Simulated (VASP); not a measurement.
Sn: single point with r2SCAN

Crystal: Sn.

```
CELL_PARAMETERS angstrom
-1.74308 1.74308 1.74308
1.74308 -1.74308 1.74308
1.74308 1.74308 -1.74308
ATOMIC_POSITIONS crystal
Sn 0.00000 0.00000 0.00000
```

This cell differs from its parent crystal: strain -0.080 along x and y, -0.080 along z.

| Property | Result |
| --- | --- |
| Program | VASP 6.6.1 |
| Task | single point |
| Functional | r2SCAN |
| Potentials or basis | VASP PAW PBE potentials, release 64 (Sn_d) |
| Cutoff | 520 eV |
| k mesh | 18 × 18 × 18 |
| Occupations | gaussian, width 0.15 eV |
| Spin | no spin polarisation |

The pressure is 22.2 GPa. The band gap on the k mesh is zero (bands 7 and 8 overlap by 14.81 eV).

Levels at points of the mesh, in eV from the Fermi level:
| k point | band 3 | band 4 | band 5 | band 6 | band 7 | band 8 | band 9 | band 10 | band 11 | band 12 |
| --- | --- | --- | --- | --- | --- | --- | --- | --- | --- | --- |
| (0.00, 0.00, 0.00) | -22.57 | -22.26 | -22.26 | -13.84 | 11.23 | 11.23 | 11.23 | 13.22 | 13.22 | 13.22 |
| (0.50, 0.00, 0.00) | -22.28 | -22.27 | -22.08 | -6.97 | -6.22 | 4.74 | 6.67 | 9.56 | 10.20 | 18.34 |
| (0.50, 0.50, 0.50) | -22.12 | -22.12 | -22.12 | -0.93 | -0.93 | -0.93 | -0.51 | 4.01 | 4.01 | 20.39 |

It took 2.8 min on 1 thread of Intel Xeon 8259CL, on a shared host, peak memory 0.18 GiB.

Caveat: the cell differs from its parent crystal (strain -0.080 along x and y, -0.080 along z); the cell stands under pressure; the PAW data sets were made with another functional, which shifts forces and pressure a little; spin-orbit coupling is left out, which moves the levels of the heavy elements.
